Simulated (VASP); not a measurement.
# TePb (I4/mmm) in VASP: notebook, part 2 of 2

VASP 6.6.1. The steps go on from the part before.

**3. Single point, LDA (in-plane strain +0.01, then relaxed in part)**

Input file INCAR:

```
SYSTEM = TePb
PREC = Accurate
ENCUT = 500
EDIFF = 1E-6
ISMEAR = 0
SIGMA = 0.01
LREAL = .False.
LASPH = .True.
NELM = 120
ALGO = Normal
ISIF = 2
LWAVE = .False.
LCHARG = .False.
GGA = CA
NBANDS = 17
GGA_COMPAT = .False.
```

Input file KPOINTS:

```
Automatic mesh
0
Gamma
  6 6 6
  0 0 0
```

Input file POSCAR:

```
TePb
1.0
    3.2228212868      3.2228212868      0.0000000000
   -3.2228212868      3.2228212868      0.0000000000
    0.0000000000      3.2228212868      3.1881160808
Te Pb
1 1
Direct
    0.5000000000      0.5000000000      0.0000000000
    0.0000000000      0.0000000000      0.0000000000
```

Potentials or basis: VASP PAW LDA potentials, release 64 (Te, Pb_d).

Launch:

```console
$ cat potpaw_LDA.64/Te/POTCAR potpaw_LDA.64/Pb_d/POTCAR > POTCAR
$ mpirun -np 1 vasp_std > vasp.out
```

OUTCAR:

```text
SYSTEM = TePb
   PREC = Accurate
   ENCUT = 500
   EDIFF = 1E-6
   ISMEAR = 0
   LREAL = .False.
   LASPH = .True.
   NELM = 120
   ISIF = 2
   GGA = CA

 ion  position               nearest neighbor table
   1  0.500  0.500  0.000-   2 3.19   2 3.19   2 3.22   2 3.22   2 3.22   2 3.22
   2  0.000  0.000  0.000-   1 3.19   1 3.19   1 3.22   1 3.22   1 3.22   1 3.22

  LATTYP: Found a body centered tetragonal cell.
 ALAT       =     4.5577575729
 C/A-ratio  =     1.3989844917

  Lattice vectors:

 A1 = (   3.2228212868,   0.0000000000,  -3.1881160808)
 A2 = (  -3.2228212868,   0.0000000000,  -3.1881160808)
 A3 = (   0.0000000000,   3.2228212868,   3.1881160808)

Analysis of symmetry for initial positions (statically):
=====================================================================
 Subroutine PRICEL returns:
 Original cell was already a primitive cell.

 Routine SETGRP: Setting up the symmetry group for a
 body centered tetragonal supercell.

 Subroutine GETGRP returns: Found 16 space group operations
 (whereof 16 operations were pure point group operations)
 out of a pool of 16 trial point group operations.

The static configuration has the point symmetry D_4h.

Analysis of symmetry for dynamics (positions and initial velocities):
=====================================================================
 Subroutine PRICEL returns:
 Original cell was already a primitive cell.

 Routine SETGRP: Setting up the symmetry group for a
 body centered tetragonal supercell.

 Subroutine GETGRP returns: Found 16 space group operations
 (whereof 16 operations were pure point group operations)
 out of a pool of 16 trial point group operations.

The dynamic configuration has the point symmetry D_4h.

 Subroutine INISYM returns: Found 16 space group operations
 (whereof 16 operations are pure point group operations),
 and found     1 'primitive' translations

----------------------------------------------------------------------------------------

[... 107 lines left out ...]
   ISMEAR =     0;   SIGMA  =   0.01  broadening in eV -4-tet -1-fermi 0-gaus
   EFERMI_NEDOS =   21; number of points for ismear=-14 and -15
   IALGO  =     38    algorithm
   IMIX   =      4    mixing-type and parameters
     AMIX     =   0.40;   BMIX     =  1.00
     AMIX_MAG =   1.60;   BMIX_MAG =  1.00
  volume/ion in A,a.u.               =      33.11       223.46
  Fermi-wavevector in a.u.,A,eV,Ry     =   1.098346  2.075574 16.413588  1.206365
  Thomas-Fermi vector in A             =   2.234722
   LORBIT       =      0    0 simple, 1 ext, 2 COOP (PROOUT), +10 PAW based schemes
   GGA     = CA    functional components
   LHFCALC =     F    Hartree Fock is set to
   AEXX    =    0.0000 exact exchange contribution
   IVDW    =     0    specifies the selected vdW correction
   LEPSILON=     F    determine dielectric tensor
   LRPA    =     F    only Hartree local field effects (RPA)
 non-spin polarized calculation
 Gauss-broadening in eV      SIGMA  =   0.01
  energy-cutoff  :      500.00
  volume of cell :       66.23
 maximum number of plane-waves:      1690
 NGX is ok and might be reduce to    36
   NGX = 17   NGY = 17   NGZ = 17

 number of electron      20.0000001 magnetization

 Free energy of the ion-electron system (eV)
  ---------------------------------------------------
  ext. energy  EPLUGINS =         0.00000000
  ---------------------------------------------------
  free energy    TOTEN  =        -8.77097442 eV

  energy without entropy =       -8.77097442  energy(sigma->0) =       -8.77097442

 E-fermi :   5.7669     XC(G=0):  -9.6556

 val. band max:        5.6625398713   @ k =   0.5000   0.0000   0.0000
 cond. band min:       6.2535177155   @ k =   0.5000   0.0000   0.0000
 fundamental gap:      0.5909778443
 Fermi energy:         5.7669360897

 k-point     1 :       0.0000    0.0000    0.0000
  band No.  band energies     occupation
      1     -11.0481      2.00000
      2     -11.0450      2.00000
      3     -11.0326      2.00000
      4     -11.0303      2.00000
      5     -11.0303      2.00000
      6      -6.5531      2.00000
[... 457 lines left out ...]
      4     -11.0204      2.00000
      5     -11.0048      2.00000
      6      -4.7501      2.00000
[... 9 lines left out ...]
     16      15.8954      0.00000
     17      16.1175      0.00000

 [... further k-points ...]
[... 5 lines left out ...]
  --------------------------------------------------------------------------------------
  -------------------------------------------------------------------------------------
  Total       -0.5257098     -0.5257098      0.0307599      0.0000000      0.0000000     -0.0000000
  in kB      -12.7180378    -12.7180378      0.7441483      0.0000000      0.0000000     -0.0000000
  external PRESSURE =      -8.2306424 kB  Pullay stress =       0.0000000 kB

 VOLUME and BASIS-vectors are now :
 -----------------------------------------------------------------------------
  energy-cutoff  :      500.00
  volume of cell :       66.23
      direct lattice vectors                 reciprocal lattice vectors
     3.222821287  3.222821287  0.000000000     0.155143570  0.155143570 -0.156832432
    -3.222821287  3.222821287  0.000000000    -0.155143570  0.155143570 -0.156832432
     0.000000000  3.222821287  3.188116081     0.000000000  0.000000000  0.313664865

 POSITION                                       TOTAL-FORCE (eV/Angst)
 -----------------------------------------------------------------------------------
      0.00000      3.22282      0.00000        -0.000000     -0.000000      0.000000
      0.00000      0.00000      0.00000         0.000000      0.000000      0.000000
 -----------------------------------------------------------------------------------
    total drift:                                0.000000      0.000000     -0.000000

  FREE ENERGIE OF THE ION-ELECTRON SYSTEM (eV)
  ---------------------------------------------------
  free  energy   TOTEN  =        -8.7709744236 eV

  energy  without entropy=       -8.7709744236  energy(sigma->0) =       -8.77097442
```

OSZICAR:

```text
N       E                     dE             d eps       ncg     rms          rms(c)
DAV:   1     0.147243498655E+03    0.14724E+03   -0.89871E+03  1028   0.111E+03
DAV:   2     0.131829543176E+01   -0.14593E+03   -0.14135E+03  1094   0.293E+02
DAV:   3    -0.861389629495E+01   -0.99322E+01   -0.98786E+01  1357   0.826E+01
DAV:   4    -0.888401825884E+01   -0.27012E+00   -0.26995E+00  1300   0.152E+01
DAV:   5    -0.889347165537E+01   -0.94534E-02   -0.94531E-02  1486   0.254E+00    0.353E+00
DAV:   6    -0.877939103271E+01    0.11408E+00   -0.24202E-01  1511   0.360E+00    0.221E+00
DAV:   7    -0.877167240992E+01    0.77186E-02   -0.65640E-02  1332   0.129E+00    0.910E-01
DAV:   8    -0.877106092208E+01    0.61149E-03   -0.74702E-03  1285   0.836E-01    0.114E-01
DAV:   9    -0.877098556232E+01    0.75360E-04   -0.10490E-03  1531   0.306E-01    0.369E-02
DAV:  10    -0.877097465229E+01    0.10910E-04   -0.73973E-05  1360   0.685E-02    0.239E-02
DAV:  11    -0.877097429389E+01    0.35840E-06   -0.20002E-05  1369   0.288E-02    0.101E-02
DAV:  12    -0.877097442357E+01   -0.12968E-06   -0.13626E-06   922   0.108E-02
   1 F= -.87709744E+01 E0= -.87709744E+01  d E =-.486565E-51
```

Run time: 24 s. Hardware: 1 thread of Intel Xeon Platinum 8488C (Sapphire Rapids), shared host; peak memory 0.18 GiB.

Results:

```yaml
Free_energy: -8.7710 eV
Pressure: -0.8 GPa
Band_gap_on_the_k_mesh: 0.59 eV, direct
```

Stress tensor (GPa, compression positive):
```
-1.27  0.00  0.00
 0.00 -1.27  0.00
 0.00  0.00  0.07
```

Levels at points of the mesh, in eV from the valence-band top:
| k point | band 6 | band 7 | band 8 | band 9 | band 10 | band 11 | band 12 | band 13 | band 14 | band 15 |
| --- | --- | --- | --- | --- | --- | --- | --- | --- | --- | --- |
| (0.00, 0.00, 0.00) | -12.22 | -5.63 | -1.49 | -1.38 | -1.38 | 3.92 | 3.92 | 4.17 | 5.71 | 5.71 |
| (0.50, 0.00, 0.00) | -10.73 | -8.74 | -0.95 | -0.92 | 0.00 | 0.59 | 1.13 | 1.18 | 8.31 | 9.15 |
| (0.50, 0.50, 0.00) | -10.49 | -7.36 | -4.66 | -2.97 | -2.85 | 3.18 | 5.33 | 5.60 | 6.65 | 10.11 |
| (0.00, 0.00, 0.50) | -10.41 | -7.44 | -4.69 | -2.94 | -2.94 | 3.14 | 5.42 | 5.42 | 6.81 | 10.11 |

Caveat: the cell differs from its parent crystal (in-plane strain +0.01, then relaxed in part); spin-orbit coupling is left out, which moves the levels of the heavy elements.
